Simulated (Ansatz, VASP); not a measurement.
## Co in VASP and in Ansatz

INCAR

```
PREC = Accurate
ENCUT = 520
EDIFF = 1E-6
ISMEAR = 0
SIGMA = 0.1
LREAL = False
LASPH = True
NELM = 150
ALGO = Normal
ISIF = 2
LWAVE = False
LCHARG = True
ISPIN = 2
MAGMOM = 3 3 3 3
LORBIT = 11
LMAXMIX = 4
GGA = PS
LELF = True
LVHAR = True
NBANDS = 30
```

Contents of KPOINTS:

```
regular mesh
0
Gamma
  6 6 2
```

The input POSCAR:

```
Co
1.0
    3.1005740986      0.0000000000      0.0000000000
   -1.5502870493      2.6851759357      0.0000000000
    0.0000000000      0.0000000000     10.1533115626
Co
4
Direct
    0.0000000000      0.0000000000      0.0000000000
    0.3333333333      0.6666666667      0.2500000000
    0.0000000000      0.0000000000      0.5000000000
    0.6666666667      0.3333333333      0.7500000000
```

Input for Ansatz:

```yaml
crystal:
  lattice:
    - [3.1005740986, 0.0, 0.0]
    - [-1.5502870493, 2.6851759357, 0.0]
    - [0.0, 0.0, 10.1533115626]
  atoms:
    - { symbol: Co, position: [0.0, 0.0, 0.0], spin: 3.0 }
    - { symbol: Co, position: [0.3333333333, 0.6666666667, 0.25], spin: 3.0 }
    - { symbol: Co, position: [0.0, 0.0, 0.5], spin: 3.0 }
    - { symbol: Co, position: [0.6666666667, 0.3333333333, 0.75], spin: 3.0 }
basis:
  ecutwfc: 420
kpoints:
  mp_grid: { grid: [6, 6, 2] }
hamiltonian:
  xc: pbesol
scf:
  occupations: { method: gaussian, width: 0.1 }
  lower_state_search: "off"
output:
  forces: true
  stress: true
  eigenvalues: true
  populations: true
magnetization:
  spin_polarized: true
```

Alike in both runs: task single point; functional PBEsol; k mesh 6 × 6 × 2; occupations gaussian, width 0.1 eV; collinear spin.

|  | VASP | Ansatz |
| --- | --- | --- |
| version | VASP 6.6.1 | Ansatz 0.2.0 |
| potentials or method | VASP PAW PBE potentials, release 64 (Co), cutoff 520 eV | scalar-relativistic, plane waves, PAW |
| valence electrons in the cell | 36 | 68 |

Ansatz gave:

```
gap on the k mesh at the Fermi level (eV)                     : none
net moment per atom (μB)                                      : 2.01
size of the moment on the site where the two differ most (μB) : 2.11
```

Task: Estimate VASP's values.

Result: gap on the k mesh at the Fermi level (eV): none; net moment per atom (μB): 2.01; size of the moment on the site where the two differ most (μB): 2.10.

VASP's potentials were made for PBE, not for PBEsol. Site moments also hang on the region over which each program counts them. A gap of «none» marks a metal or a gap that the smearing closes. VASP's potentials hold 36 valence electrons a cell and Ansatz's 68, so a difference there can come from the potentials and not from the codes.

The k mesh is coarse, so the values compare programs but aren't converged.
